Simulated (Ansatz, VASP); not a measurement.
**MgO in VASP and in Ansatz**

POSCAR

```
MgO
1.0
    0.0000000000      2.2820056627      2.2820056627
    2.3276457760      0.0000000000      2.2820056627
    2.3276457760      2.2820056627      0.0000000000
Mg O
1 1
Direct
    0.0000000000      0.0000000000      0.0000000000
    0.2500000000      0.2500000000      0.2500000000
```

File INCAR.step1:

```
PREC     = Accurate       # precision mode
ENCUT    = 520            # plane-wave cutoff, eV
EDIFF    = 1E-5           # SCF threshold, eV
ISMEAR   = 0              # smearing method
SIGMA    = 0.01           # smearing width, eV
LREAL    = F              # projectors in reciprocal space
LASPH    = T              # aspherical terms in the spheres
NELM     = 80             # most SCF steps
ALGO     = Normal         # electronic algorithm
ISIF     = 2              # what is computed and relaxed
LWAVE    = T              # write WAVECAR
NBANDS   = 11             # bands
GGA      = PE             # functional
```

The input INCAR.step2:

```
PREC     = Accurate       # precision mode
ENCUT    = 520            # plane-wave cutoff, eV
EDIFF    = 1E-6           # SCF threshold, eV
ISMEAR   = 0              # smearing method
SIGMA    = 0.01           # smearing width, eV
LREAL    = F              # projectors in reciprocal space
LASPH    = T              # aspherical terms in the spheres
NELM     = 80             # most SCF steps
ALGO     = Normal         # electronic algorithm
ISIF     = 2              # what is computed and relaxed
LWAVE    = F              # write WAVECAR
LCHARG   = T              # write CHGCAR
GGA      = PE             # functional
LHFCALC  = T              # exact exchange
HFSCREEN = 0.2079         # screening, 1/A
PRECFOCK = Normal       
LELF     = T              # ELF
LVHAR    = T            
NBANDS   = 11             # bands
ISTART   = 1
```

File KPOINTS:

```
Automatic mesh
0
Gamma
  6 6 6
```

Input for Ansatz:

```yaml
crystal:
  lattice:
    - [0.0, 2.2820056627, 2.2820056627]
    - [2.327645776, 0.0, 2.2820056627]
    - [2.327645776, 2.2820056627, 0.0]
  atoms:
    - { symbol: Mg, position: [0.0, 0.0, 0.0] }
    - { symbol: O, position: [0.25, 0.25, 0.25] }
kpoints:
  mp_grid: { grid: [6, 6, 6] }
  band_path:
    path:
      - [0.0, 0.0, 0.0]
      - [-0.5, -0.5, 0.0]
      - [-0.375, -0.375, 0.25]
      - [-0.375, 0.0, 0.375]
      - [0.0, 0.0, 0.5]
      - [-0.5, -0.25, 0.25]
    npoints: 1
hamiltonian:
  xc: hse06
scf:
  occupations: { method: fixed }
  n_extra_bands: 4
output:
  forces: true
  stress: true
  eigenvalues: true
```

Change from the starting cell: uniaxial_x strain +2.0%.

Alike in both runs: task single point; functional HSE06; k mesh 6 × 6 × 6; no spin polarisation.

|  | VASP | Ansatz |
| --- | --- | --- |
| version | VASP 6.6.1 | Ansatz 0.2.0 |
| potentials or method | VASP PAW PBE potentials, release 64 (Mg, O) | plane waves, PAW |
| plane-wave cutoff (eV) | 520 | 420 |
| occupations | gaussian, width 0.01 eV | fixed |
| valence electrons in the cell | 8 | 16 |

VASP gave:

```
gap on the k mesh at the Fermi level (eV)                     : 5.10
pressure (GPa)                                                : -2.6
traceless stress, the component that is largest in VASP (GPa) : -0.69
```

What did Ansatz give for the same quantities?

gap on the k mesh at the Fermi level (eV): 5.13; pressure (GPa): -2.4; traceless stress, the component that is largest in VASP (GPa): -0.69.

VASP's potentials hold 8 valence electrons a cell and Ansatz's 16, so a difference there can come from the potentials and not from the codes. Ansatz's warnings: stress exchange threshold loose, stress scf threshold loose.
